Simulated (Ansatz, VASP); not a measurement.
# Two plane-wave programs on MoOs6

```
Mo Os
1.0
     5.82742    0.00000    0.00000
     0.00000    5.82742    0.00000
     0.00000    0.00000    5.82742
Mo Os
1 6
Direct
  0.00000 0.00000 0.00000
  0.19665 0.50000 0.50000
  0.50000 0.19665 0.50000
  0.80335 0.50000 0.50000
  0.50000 0.80335 0.50000
  0.50000 0.50000 0.19665
  0.50000 0.50000 0.80335
```

Change from the starting cell: species swapped into the SiB6 type (Pm-3m, No. 221).

Alike in both runs: task single point; functional PBE; k mesh 4 × 4 × 4; occupations gaussian, width 0.1 eV; collinear spin.

```csv
,VASP,Ansatz
version,VASP 6.6.1,Ansatz 0.2.0
potentials or method,"VASP PAW PBE potentials, release 64 (Mo_sv, Os), cutoff 520 eV","scalar-relativistic, plane waves, PAW"
valence electrons in the cell,62,110
```

Ansatz gave:

| Property | Result |
| --- | --- |
| gap on the k mesh at the Fermi level (eV) | none |
| pressure (GPa) | 1.9 |
| rms of the force components (eV/Å) | 0.006 |
| net moment per atom (μB) | 0.65 |
| size of the moment on the site where the two differ most (μB) | 4.59 |

Question: Estimate VASP's values.

Answer: gap on the k mesh at the Fermi level (eV): none; pressure (GPa): -0.2; rms of the force components (eV/Å): 0.053; net moment per atom (μB): 0.00; size of the moment on the site where the two differ most (μB): 0.00.

The net moments are unlike, so the other rows may belong to different states. Site moments also hang on the region over which each program counts them. Atom by atom the forces differ by 0.059 eV/Å (rms over components). A gap of «none» marks a metal or a gap that the smearing closes. VASP's potentials hold 62 valence electrons a cell and Ansatz's 110, so a difference there can come from the potentials and not from the codes.

Spin-orbit coupling is off throughout.
